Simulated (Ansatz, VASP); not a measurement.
## AlN: VASP beside Ansatz

Contents of INCAR:

```
SYSTEM = AlN
PREC = Accurate ; ENCUT = 600
EDIFF = 1E-6 ; ISMEAR = 0
SIGMA = 0.05 ; LREAL = .False.
LASPH = .True. ; NELM = 120
ALGO = Normal ; ISIF = 2
LWAVE = .False. ; LCHARG = .False.
GGA = PS ; NBANDS = 16
GGA_COMPAT = .False.
```

File KPOINTS:

```
regular mesh
0
Gamma
  12 12 6
  0 0 0
```

File POSCAR:

```
AlN
1.0
    3.1110021516      0.0000000000      0.0000000000
   -1.5555010758      2.6942068945      0.0000000000
    0.0000000000      0.0000000000      4.9780000000
Al N
2 2
Direct
    0.3333333333      0.6666666667      0.0000000000
    0.6666666667      0.3333333333      0.5000000000
    0.1812263730      0.5553166435      0.3850000000
    0.6666666667      0.3333333333      0.8850000000
```

Input for Ansatz:

```yaml
crystal:
  lattice:
    - [3.1110021516, 0.0, 0.0]
    - [-1.5555010758, 2.6942068945, 0.0]
    - [0.0, 0.0, 4.978]
  atoms:
    - { symbol: Al, position: [0.3333333333, 0.6666666667, 0.0] }
    - { symbol: Al, position: [0.6666666667, 0.3333333333, 0.5] }
    - { symbol: "N", position: [0.181226373, 0.5553166435, 0.385] }
    - { symbol: "N", position: [0.6666666667, 0.3333333333, 0.885] }
basis:
  ecutwfc: 420
kpoints:
  mp_grid: { grid: [12, 12, 6] }
hamiltonian:
  xc: pbesol
scf:
  occupations: { method: gaussian, width: 0.05 }
output:
  forces: true
  stress: true
  eigenvalues: true
```

Alike in both runs: task single point; functional PBEsol; k mesh 12 × 12 × 6; occupations gaussian, width 0.05 eV; no spin polarisation.

|  | VASP | Ansatz |
| --- | --- | --- |
| version | VASP 6.6.1 | Ansatz 0.2.0 |
| potentials or method | VASP PAW PBE potentials, release 64 (Al, N), cutoff 600 eV | scalar-relativistic, plane waves, PAW |
| valence electrons in the cell | 16 | 16 |

```csv
,VASP,Ansatz,Ansatz less VASP
gap on the k mesh at the Fermi level (eV),3.64,3.63,-0.011
least direct gap on the mesh (eV),3.64,3.63,-0.011
pressure (GPa),18.6,18.4,-0.19
"traceless stress, the component that is largest in VASP (GPa)",26.10,25.69,-0.409
rms of the force components (eV/Å),5.989,5.914,-0.0750
```

VASP's potentials were made for PBE, not for PBEsol. Atom by atom the forces differ by 0.075 eV/Å (rms over components). The functional is the same, so the differences come from potentials, cutoffs and numerics.
